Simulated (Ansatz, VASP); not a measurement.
## Two plane-wave programs on In3Sb

The input INCAR:

```
PREC = Accurate ; ENCUT = 520
EDIFF = 1E-6 ; ISMEAR = 0
SIGMA = 0.1 ; LREAL = F
LASPH = T ; NELM = 100
ALGO = Normal ; ISIF = 2
LWAVE = F ; LCHARG = F
GGA = PS ; NBANDS = 30
```

Contents of KPOINTS:

```
regular mesh
0
Gamma
  1 1 1
```

Contents of POSCAR:

```
In3Sb
1.0
    4.8369620000      0.0000000000      0.0000000000
    0.0000000000      4.8369620000      0.0000000000
    0.0000000000      0.0000000000      4.8369620000
In Sb
3 1
Direct
    0.5000000000      0.5000000000      0.0000000000
    0.5000000000      0.0000000000      0.5000000000
    0.0000000000      0.5000000000      0.5000000000
    0.0000000000      0.0000000000      0.0000000000
```

Input for Ansatz:

```yaml
crystal:
  lattice:
    - [4.836962, 0.0, 0.0]
    - [0.0, 4.836962, 0.0]
    - [0.0, 0.0, 4.836962]
  atoms:
    - { symbol: In, position: [0.5, 0.5, 0.0] }
    - { symbol: In, position: [0.5, 0.0, 0.5] }
    - { symbol: In, position: [0.0, 0.5, 0.5] }
    - { symbol: Sb, position: [0.0, 0.0, 0.0] }
basis:
  ecutwfc: 420
kpoints:
  mp_grid: { grid: [1, 1, 1] }
hamiltonian:
  xc: pbesol
scf:
  occupations: { method: gaussian, width: 0.1 }
output:
  forces: true
  stress: true
  eigenvalues: true
```

Alike in both runs: task single point; functional PBEsol; k mesh 1 × 1 × 1; occupations gaussian, width 0.1 eV; no spin polarisation.

|  | VASP | Ansatz |
| --- | --- | --- |
| version | VASP 6.6.1 | Ansatz 0.2.0 |
| potentials or method | VASP PAW PBE potentials, release 64 (In_d, Sb), cutoff 520 eV | scalar-relativistic, plane waves, PAW |
| valence electrons in the cell | 44 | 54 |

Ansatz gave:

| Item | Value |
| --- | --- |
| gap on the k mesh at the Fermi level (eV) | 4.45 |
| least direct gap on the mesh (eV) | 4.45 |
| pressure (GPa) | 2.3 |

Problem. Which values does VASP return?

Solution. gap on the k mesh at the Fermi level (eV): 4.46; least direct gap on the mesh (eV): 4.46; pressure (GPa): 2.3.

VASP's potentials were made for PBE, not for PBEsol. VASP's potentials hold 44 valence electrons a cell and Ansatz's 54, so a difference there can come from the potentials and not from the codes.

The k mesh is coarse, so the values compare programs but aren't converged. Spin-orbit coupling is off throughout.
